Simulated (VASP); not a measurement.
Set up this calculation in VASP 6.6.1, as the native input.

```yaml
Task: single point
Functional: r2SCAN
Potentials_or_basis: VASP PAW PBE potentials, release 64 (Sn_d, O)
Cutoff: 520 eV
k_mesh: 8 × 6 × 6
Occupations: gaussian, width 0.05 eV
Spin: no spin polarisation
Dipole_correction: no
Further_INCAR_settings: ALGO = Normal; EDIFF = 1e-07; NBANDS = 28
```

SnO:

```xyz
4
Lattice="3.6255 -0.0392 -0.0840 -0.0662 5.7970 -0.2143 -0.1056 -0.1594 4.1178" Properties=species:S:1:pos:R:3 pbc="T T T"
Sn   -0.0805    1.2394    2.0950
Sn    1.7914    4.3653   -0.1627
O    -0.2061    5.1101    2.9194
O     1.8298    0.6009    0.8125
```

This cell differs from its parent crystal: atoms moved at random and the cell strained at random.

These files were run (other wordings do the same):

POSCAR

```
SnO
1.0
    3.6255172638     -0.0391548573     -0.0839536518
   -0.0662200899      5.7970086121     -0.2142916969
   -0.1056480688     -0.1594495123      4.1178008919
Sn O
2 2
Direct
   -0.0028730646      0.2281009447      0.5205732709
    0.5082287745      0.7567446642      0.0102294914
   -0.0183555115      0.9021643379      0.7555552548
    0.5129998015      0.1129900532      0.2136439829
```

INCAR.step1

```
PREC = Accurate ; ENCUT = 520
ISMEAR = 0 ; SIGMA = 0.05
LREAL = False ; LASPH = True
NELM = 100 ; NBANDS = 28
GGA = PE ; ALGO = Normal
EDIFF = 1E-4 ; LWAVE = True
LCHARG = False
```

INCAR.step2

```
PREC = Accurate ; ENCUT = 520
EDIFF = 1E-7 ; ISMEAR = 0
SIGMA = 0.05 ; LREAL = False
LASPH = True ; NELM = 100
ALGO = Normal ; ISIF = 2
LWAVE = False ; LCHARG = False
METAGGA = R2SCAN ; LMIXTAU = True
NBANDS = 28 ; ISTART = 1
```

KPOINTS

```
regular mesh
0
Gamma
  8 6 6
```

Potentials or basis: VASP PAW PBE potentials, release 64 (Sn_d, O).

Command:

```console
$ cat potpaw_PBE.64/Sn_d/POTCAR potpaw_PBE.64/O/POTCAR > POTCAR
$ cp INCAR.step1 INCAR
$ mpirun -np 1 vasp_std > vasp.out
$ cp INCAR.step2 INCAR
$ mpirun -np 1 vasp_std > vasp.out
```

Results of the run:

```
Pressure               : -8.7 GPa
Largest force          : 2.225 eV/Å
Band gap on the k mesh : 1.56 eV (least direct gap 2.39 eV)
```

Caveat: the cell differs from its parent crystal (atoms moved at random and the cell strained at random); the stress differs along the axes, from -12 to -6 GPa; the PAW data sets were made with another functional, which shifts forces and pressure a little; spin-orbit coupling is left out, which moves the levels of the heavy elements.

Wall time 8 min on 1 thread of Intel(R) Xeon(R) 6975P-C (Granite Rapids), on a shared host, peak memory 0.41 GiB.
